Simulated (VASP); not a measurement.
Input of a VASP 6.6.1 run:

File POSCAR:

```
ZrC
1.0
    0.0000000000      2.3558012226      2.3558012226
    2.3558012226      0.0000000000      2.3558012226
    2.3558012226      2.3558012226      0.0000000000
C Zr
1 1
Direct
    0.0000000000      0.0000000000      0.0000000000
    0.5000000000      0.5000000000      0.5000000000
```

The input INCAR.step1:

```
SYSTEM = ZrC
PREC     = Accurate       ! precision mode
ENCUT    = 520            ! plane-wave cutoff, eV
ISMEAR   = -1             ! smearing method
SIGMA    = 0.1            ! smearing width, eV
LREAL    = .False.        ! projectors in reciprocal space
LASPH    = .True.         ! aspherical terms in the spheres
NELM     = 100            ! most SCF steps
NBANDS   = 15             ! bands
GGA      = PE             ! functional
ALGO     = Normal         ! electronic algorithm
EDIFF    = 1E-4           ! SCF threshold, eV
LWAVE    = .True.         ! write WAVECAR
LCHARG   = .False.        ! write CHGCAR
```

INCAR.step2

```
SYSTEM = ZrC
PREC     = Accurate       ! precision mode
ENCUT    = 520            ! plane-wave cutoff, eV
EDIFF    = 1E-6           ! SCF threshold, eV
ISMEAR   = -1             ! smearing method
SIGMA    = 0.1            ! smearing width, eV
LREAL    = .False.        ! projectors in reciprocal space
LASPH    = .True.         ! aspherical terms in the spheres
NELM     = 100            ! most SCF steps
ALGO     = Normal         ! electronic algorithm
ISIF     = 2              ! what is computed and relaxed
LWAVE    = .False.        ! write WAVECAR
LCHARG   = .False.        ! write CHGCAR
METAGGA  = R2SCAN         ! meta-GGA
LMIXTAU  = .True.       
NBANDS   = 15             ! bands
ISTART   = 1
```

KPOINTS

```
Automatic mesh
0
Gamma
  12 12 12
  0 0 0
```

Potentials or basis: VASP PAW PBE potentials, release 64 (C, Zr_sv).

Run with:

```console
$ cat potpaw_PBE.64/C/POTCAR potpaw_PBE.64/Zr_sv/POTCAR > POTCAR
$ cp INCAR.step1 INCAR
$ mpirun -np 1 vasp_std > vasp.out
$ cp INCAR.step2 INCAR
$ mpirun -np 1 vasp_std > vasp.out
```

(1) Estimate the pressure.

(2) Estimate the band gap on the k mesh.

Results:

(1) 0.2 GPa.

(2) zero (bands 8 and 9 overlap by 1.32 eV).

Caveat: the PAW data sets were made with another functional, which shifts forces and pressure a little.
